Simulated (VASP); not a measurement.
Crystal: KAgAuC6N6.

```xyz
15
Lattice="0.0000 5.1995 5.1995 5.1995 0.0000 5.1995 5.1995 5.1995 0.0000" Properties=species:S:1:pos:R:3 pbc="T T T"
K     7.7992    7.7992    7.7992
Ag    0.0000    0.0000    0.0000
C     2.0220    5.1995    5.1995
C     5.1995    5.1995    2.0220
C     5.1995    8.3770    5.1995
C     8.3770    5.1995    5.1995
C     5.1995    5.1995    8.3770
C     5.1995    2.0220    5.1995
Au    5.1995    5.1995    5.1995
N     3.1920    5.1995    5.1995
N     5.1995    5.1995    3.1920
N     5.1995    7.2070    5.1995
N     7.2070    5.1995    5.1995
N     5.1995    5.1995    7.2070
N     5.1995    3.1920    5.1995
```

```yaml
Program: VASP 6.6.1
Task: relaxation of cell and atoms
Functional: PBE
Potentials_or_basis: VASP PAW PBE potentials, release 64 (K_sv, Ag, C, Au, N)
Cutoff: 600 eV
k_mesh: 4 × 4 × 4
Occupations: gaussian, width 0.1 eV
Spin: no spin polarisation
```

At the start: pressure 18.0 GPa; volume 18.74 Å³/atom.

Task: Where does the relaxation end?

Result: Over 12 steps the energy falls by 272.6 meV/atom and the volume is 24.32 Å³/atom (+29.7 %); space group F-43m (No. 216, to 0.1 Å) before and after.

Step by step:
| step | energy change (eV) | largest force (eV/Å) | pressure (GPa) | volume (Å³) |
| --- | --- | --- | --- | --- |
| 1 | 0.0000 | 2.3856 | 18.01 | 281.13 |
| 2 | 3.1238 | 21.6555 | 16.44 | 375.84 |
| 3 | -2.0592 | 6.8048 | 14.46 | 314.43 |
| 4 | -3.9024 | 1.6396 | 3.69 | 346.00 |
| 5 | -4.0766 | 0.6459 | -0.46 | 363.36 |
| 6 | -4.0806 | 0.3905 | 0.02 | 361.14 |
| 7 | -4.0801 | 0.2758 | 0.23 | 360.17 |
| 8 | -4.0821 | 0.0595 | 0.41 | 360.34 |
| 9 | -4.0822 | 0.0975 | 0.45 | 360.39 |
| 10 | -4.0834 | 0.0918 | 0.40 | 360.83 |
| 11 | -4.0863 | 0.0734 | 0.24 | 362.13 |
| 12 | -4.0884 | 0.0390 | -0.07 | 364.75 |

Final structure:
```xyz
15
Lattice="0.0000 5.6710 5.6710 5.6710 0.0000 5.6710 5.6710 5.6710 0.0000" Properties=species:S:1:pos:R:3 pbc="T T T"
K     8.5064    8.5064    8.5064
Ag    0.0000    0.0000    0.0000
C     2.2462    5.6710    5.6710
C     5.6710    5.6710    2.2462
C     5.6710    9.0957    5.6710
C     9.0957    5.6710    5.6710
C     5.6710    5.6710    9.0957
C     5.6710    2.2462    5.6710
Au    5.6710    5.6710    5.6710
N     3.4216    5.6710    5.6710
N     5.6710    5.6710    3.4216
N     5.6710    7.9203    5.6710
N     7.9203    5.6710    5.6710
N     5.6710    5.6710    7.9203
N     5.6710    3.4216    5.6710
```

Caveat: the volume moved by over 15 % at a fixed basis, so the end points are rough; an odd number of electrons without spin polarisation forces a metal; a magnetic or distorted state may lie lower.
